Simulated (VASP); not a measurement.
Wanted: the native input for a VASP 6.6.1 run.

```yaml
Task: single point
Functional: PBEsol
Potentials_or_basis: VASP PAW PBE potentials, release 64 (Cl, Na_pv)
Cutoff: 520 eV
k_mesh: 8 × 8 × 8
Occupations: fermi-dirac, width 0.05 eV
Spin: no spin polarisation
Dipole_correction: no
Further_INCAR_settings: ALGO = Normal; EDIFF = 1e-07; NBANDS = 14
```

The structure of NaCl lies in POSCAR:

```
NaCl
1.0
    0.0000000000      2.4979833508      2.4979833508
    2.4979833508      0.0000000000      2.4979833508
    2.4979833508      2.4979833508      0.0000000000
Cl Na
1 1
Direct
    0.5000000000      0.5000000000      0.5000000000
    0.0000000000      0.0000000000      0.0000000000
```

These files were run (other wordings do the same):

INCAR

```
PREC = Accurate
ENCUT = 520
EDIFF = 1E-7
ISMEAR = -1
SIGMA = 0.05
LREAL = F
LASPH = T
NELM = 60
ALGO = Normal
ISIF = 2
LWAVE = F
LCHARG = T
GGA = PS
LELF = T
LVHAR = T
NBANDS = 14
```

KPOINTS

```
Automatic mesh
0
Gamma
  8 8 8
```

Potentials or basis: VASP PAW PBE potentials, release 64 (Cl, Na_pv).

The run is started by

```sh
$ cat potpaw_PBE.64/Cl/POTCAR potpaw_PBE.64/Na_pv/POTCAR > POTCAR
$ mpirun -np 1 vasp_std > vasp.out
```

It gave:

| Item | Value |
| --- | --- |
| Pressure | 20.2 GPa |
| Band gap on the k mesh | 6.71 eV |

Caveat: the cell stands under pressure; the PAW data sets were made with another functional, which shifts forces and pressure a little.

Wall time 18 s on 1 thread of Intel Xeon 8259CL, with other jobs on the host, peak memory 0.15 GiB.
